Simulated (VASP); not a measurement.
# TiO2 (C2/c) in VASP: single point with LDA

Aim: the single point of TiO2 with LDA.

Program: VASP 6.6.1. These are calculated values, not measurements. Logs are shortened: lines on timing, memory, paths and dates and some standing lists are left out, and cuts for length are marked.

## 1. The cell of the first run

The structure is monoclinic, space group C2/c (No. 15). Conventional cell: a = 5.274 Å, b = 5.433 Å, c = 5.340 Å, α = 90.00°, β = 117.11°, γ = 90.00°. Within 2.6 Å of Ti (site symmetry 2) lie 6 O at 1.93 to 1.97 Å. O (site symmetry 1) has 3 Ti at 1.93 to 1.97 Å and 2 O at 2.41 to 2.48 Å within 2.6 Å.

## 2. Single point, LDA (equal xy, yz and zx shear strains of -3 %)

INCAR reads:

```
ALGO = Normal
EDIFF = 1E-6
ENCUT = 520
ISIF = 2
ISMEAR = -1
KPAR = 4
LASPH = T
LCHARG = T
LREAL = F
LVHAR = T
LWAVE = F
NBANDS = 33
NELM = 60
PREC = Accurate
SIGMA = 0.08
```

KPOINTS reads:

```
k-points
0
Gamma
  13 13 13
```

POSCAR reads:

```
TiO2
1.0
   -1.9922425000      1.8495325000      4.7570000000
    1.8495325000     -1.9922425000      4.7570000000
    1.9354675000      1.9354675000     -4.8137750000
Ti O
2 4
Direct
    0.0000000000      0.0000000000      0.0000000000
    0.7500000000      0.2500000000      0.5000000000
    0.2066000000      0.2066000000      0.0000000000
    0.9566000000      0.4566000000      0.5000000000
    0.5434000000      0.0434000000      0.5000000000
    0.7934000000      0.7934000000      0.0000000000
```

Potentials or basis: VASP PAW LDA potentials, release 64 (Ti_sv, O).

Run with:

```bash
$ cat potpaw_LDA.64/Ti_sv/POTCAR potpaw_LDA.64/O/POTCAR > POTCAR
$ mpirun -np 4 vasp_std > vasp.out
```

OUTCAR:

```text
EDIFF = 1E-6
   ENCUT = 520
   ISIF = 2
   ISMEAR = -1
   LASPH = T
   LREAL = F
   NELM = 60
   PREC = Accurate

 ion  position               nearest neighbor table
   1  0.000  0.000  0.000-   5 1.93   4 1.93   5 1.95   4 1.95   3 1.97   6 1.97
   2  0.750  0.250  0.500-   6 1.93   3 1.93   6 1.95   3 1.95   4 1.97   5 1.97
   3  0.207  0.207  0.000-   2 1.93   2 1.95   1 1.97
   4  0.957  0.457  0.500-   1 1.93   1 1.95   2 1.97
   5  0.543  0.043  0.500-   1 1.93   1 1.95   2 1.97
   6  0.793  0.793  0.000-   2 1.93   2 1.95   1 1.97

  Warning from LATTYP: Got some problem with cell dimensions!
  Tried to take original basis but could not verify dimensions!
  LATTYP: Found a base centered monoclinic cell.
 ALAT       =     5.2737289373
 B/A-ratio  =     1.0302179678
 C/A-ratio  =     1.0126456928
 COS(beta)  =    -0.4556856914

  Lattice vectors:

 A1 = (  -0.0567750000,   3.7850000000,  -0.0567750000)
 A2 = (   3.7850000000,  -0.0567750000,  -0.0567750000)
 A3 = (  -1.7927575000,  -1.7927575000,  -4.7002250000)

Analysis of symmetry for initial positions (statically):
=====================================================================
 Subroutine PRICEL returns:
 Original cell was already a primitive cell.

 Routine SETGRP: Setting up the symmetry group for a
 base centered monoclinic supercell.

 Subroutine GETGRP returns: Found  4 space group operations
 (whereof  2 operations were pure point group operations)
 out of a pool of  4 trial point group operations.

The static configuration has the point symmetry C_2 .
 The point group associated with its full space group is C_2h.

Analysis of symmetry for dynamics (positions and initial velocities):
=====================================================================
 Subroutine PRICEL returns:
 Original cell was already a primitive cell.

 Routine SETGRP: Setting up the symmetry group for a
 base centered monoclinic supercell.

 Subroutine GETGRP returns: Found  4 space group operations
 (whereof  2 operations were pure point group operations)
 out of a pool of  4 trial point group operations.

The dynamic configuration has the point symmetry C_2 .
 The point group associated with its full space group is C_2h.

 Subroutine INISYM returns: Found  4 space group operations
 (whereof  2 operations are pure point group operations),
 and found     1 'primitive' translations

----------------------------------------------------------------------------------------

                                     Primitive cell

[... 103 lines left out ...]
   NFREE  =      0    steps in history (QN), initial steepest desc. (CG)
   ISIF   =      2    stress and relaxation
   ISYM   =      2    0-nonsym 1-usesym 2-fastsym
   POTIM  = 0.5000    time-step for ionic-motion
   TEBEG  =    0.0;   TEEND  =   0.0 temperature during run
   PSTRESS=    0.0 pullay stress
   NELECT =      48.0000    total number of electrons
   NUPDOWN=      -1.0000    fix difference up-down
   EMIN   =  10.00;   EMAX   =-10.00  energy-range for DOS
   EFERMI =   0.00;   METHOD = LEGACY
   ISMEAR =    -1;   SIGMA  =   0.08  broadening in eV -4-tet -1-fermi 0-gaus
   EFERMI_NEDOS =   21; number of points for ismear=-14 and -15
   IALGO  =     38    algorithm
   IMIX   =      4    mixing-type and parameters
     AMIX     =   0.40;   BMIX     =  1.00
     AMIX_MAG =   1.60;   BMIX_MAG =  1.00
  volume/ion in A,a.u.               =      11.35        76.60
  Fermi-wavevector in a.u.,A,eV,Ry     =   1.456909  2.753158 28.879494  2.122583
  Thomas-Fermi vector in A             =   2.573772
   LORBIT       =      0    0 simple, 1 ext, 2 COOP (PROOUT), +10 PAW based schemes
   GGA     = CA    functional components
   LHFCALC =     F    Hartree Fock is set to
   AEXX    =    0.0000 exact exchange contribution
   IVDW    =     0    specifies the selected vdW correction
   LEPSILON=     F    determine dielectric tensor
   LRPA    =     F    only Hartree local field effects (RPA)
 non-spin polarized calculation
  energy-cutoff  :      520.00
  volume of cell :       68.10
 maximum number of plane-waves:      1854
 NGX is ok and might be reduce to    42
   NGX = 21   NGY = 21   NGZ = 21

 number of electron      48.0000004 magnetization

 Free energy of the ion-electron system (eV)
  ---------------------------------------------------
  ext. energy  EPLUGINS =         0.00000000
  ---------------------------------------------------
  free energy    TOTEN  =       -58.75747719 eV

  energy without entropy =      -58.75747694  energy(sigma->0) =      -58.75747707

 E-fermi :   4.1978     XC(G=0): -11.3381

 val. band max:        3.0855163405   @ k =  -0.4615   0.4615   0.0000
 cond. band min:       5.1083566242   @ k =   0.0000   0.0000   0.0000
 fundamental gap:      2.0228402837
 Fermi energy:         4.1977894833

 k-point     1 :       0.0000    0.0000    0.0000
  band No.  band energies     occupation
      1     -52.5487      2.00000
      2     -52.4820      2.00000
      3     -29.4463      2.00000
      4     -29.1786      2.00000
      5     -29.1741      2.00000
      6     -29.1044      2.00000
[... 853 lines left out ...]
     32       9.7446      0.00000
     33       9.8233      0.00000

 [... further k-points ...]

------------------------ aborting loop because EDIFF is reached ----------------------------------------

  FORCE on cell =-STRESS in cart. coord.  units (eV):
  Direction    XX          YY          ZZ          XY          YZ          ZX
  --------------------------------------------------------------------------------------
  -------------------------------------------------------------------------------------
  Total       -2.4924346     -2.4924346     -0.9781776      0.7567248      1.2785346      1.2785344
  in kB      -58.6361726    -58.6361726    -23.0122743     17.8024513     30.0783717     30.0783664
  external PRESSURE =     -46.7615398 kB  Pullay stress =       0.0000000 kB

 VOLUME and BASIS-vectors are now :
 -----------------------------------------------------------------------------
  energy-cutoff  :      520.00
  volume of cell :       68.10
      direct lattice vectors                 reciprocal lattice vectors
    -1.992242500  1.849532500  4.757000000     0.005626566  0.265922914  0.109181504
     1.849532500 -1.992242500  4.757000000     0.265922914  0.005626566  0.109181504
     1.935467500  1.935467500 -4.813775000     0.268346750  0.268346750  0.008050402

 POSITION                                       TOTAL-FORCE (eV/Angst)
 -----------------------------------------------------------------------------------
      0.00000      0.00000      0.00000         0.096115     -0.096115     -0.000000
     -0.06407      1.85682      2.35011        -0.096115      0.096115     -0.000000
     -0.02948     -0.02948      1.96559        -0.056996      0.237543      0.135484
     -0.09355      1.82734      4.31570         0.237543     -0.056996      0.135484
     -0.03458      1.88631      0.38452         0.056996     -0.237543     -0.135484
     -0.11323     -0.11323      7.54841        -0.237543      0.056996     -0.135484
 -----------------------------------------------------------------------------------
    total drift:                                0.000000     -0.000000     -0.000000

  FREE ENERGIE OF THE ION-ELECTRON SYSTEM (eV)
  ---------------------------------------------------
  free  energy   TOTEN  =       -58.7574771872 eV

  energy  without entropy=      -58.7574769439  energy(sigma->0) =      -58.75747707
```

OSZICAR:

```text
N       E                     dE             d eps       ncg     rms          rms(c)
DAV:   1     0.647471660514E+03    0.64747E+03   -0.24202E+04 39278   0.168E+03
DAV:   2     0.215939437810E+02   -0.62588E+03   -0.58134E+03 42935   0.504E+02
DAV:   3    -0.707011091128E+02   -0.92295E+02   -0.90657E+02 53267   0.187E+02
DAV:   4    -0.753776717023E+02   -0.46766E+01   -0.46668E+01 58615   0.405E+01
DAV:   5    -0.755534625808E+02   -0.17579E+00   -0.17577E+00 50337   0.616E+00    0.317E+01
DAV:   6    -0.592095748214E+02    0.16344E+02   -0.77422E+01 54883   0.882E+01    0.113E+01
DAV:   7    -0.590831026393E+02    0.12647E+00   -0.15241E+01 52096   0.333E+01    0.948E+00
DAV:   8    -0.588516092169E+02    0.23149E+00   -0.61196E-01 51403   0.718E+00    0.603E+00
DAV:   9    -0.587998548047E+02    0.51754E-01   -0.63869E-01 55669   0.871E+00    0.205E+00
DAV:  10    -0.587733289801E+02    0.26526E-01   -0.33422E-01 54826   0.595E+00    0.108E+00
DAV:  11    -0.587577112163E+02    0.15618E-01   -0.59185E-02 49950   0.161E+00    0.349E-01
DAV:  12    -0.587577331528E+02   -0.21937E-04   -0.63152E-03 45364   0.879E-01    0.145E-01
DAV:  13    -0.587575217327E+02    0.21142E-03   -0.58334E-04 53546   0.277E-01    0.565E-02
DAV:  14    -0.587574748888E+02    0.46844E-04   -0.21945E-04 52903   0.140E-01    0.144E-02
DAV:  15    -0.587574772753E+02   -0.23864E-05   -0.28554E-05 50340   0.386E-02    0.423E-03
DAV:  16    -0.587574771872E+02    0.88038E-07   -0.17156E-06 36332   0.921E-03
   1 F= -.58757477E+02 E0= -.58757477E+02  d E =-.243358E-06
```

stdout:

```text
POSCAR found type information on POSCAR TiO
 POSCAR found :  2 types and       6 ions
 scaLAPACK will be used
 LDA part: xc-table for (Slater(with rela. corr.)+CA(PZ))
 , standard interpolation
 POSCAR, INCAR and KPOINTS ok, starting setup
 FFT: planning ... GRIDC
 FFT: planning ... GRID_SOFT
 FFT: planning ... GRID
 WAVECAR not read
 entering main loop
```

Wall time 8.1 min (4 MPI ranks of AMD EPYC 7R13 (Zen 3), shared host); peak memory 1 GiB.

Results:

```
Free energy            : -58.7575 eV
Pressure               : -4.7 GPa
Largest force          : 0.279 eV/Å
Band gap on the k mesh : 2.02 eV (least direct gap 2.30 eV)
```

Forces on the atoms (eV/Å):
```
Ti   0.096 -0.096  0.000
Ti  -0.096  0.096  0.000
O   -0.057  0.238  0.135
O    0.238 -0.057  0.135
O    0.057 -0.238 -0.135
O   -0.238  0.057 -0.135
```

Stress tensor (GPa, compression positive):
```
-5.86  1.78  3.01
 1.78 -5.86  3.01
 3.01  3.01 -2.30
```

Caveat: the cell differs from its parent crystal (equal xy, yz and zx shear strains of -3 %); the cell stands under tension; an odd mesh through Γ misses points on the zone boundary, where band edges can lie.
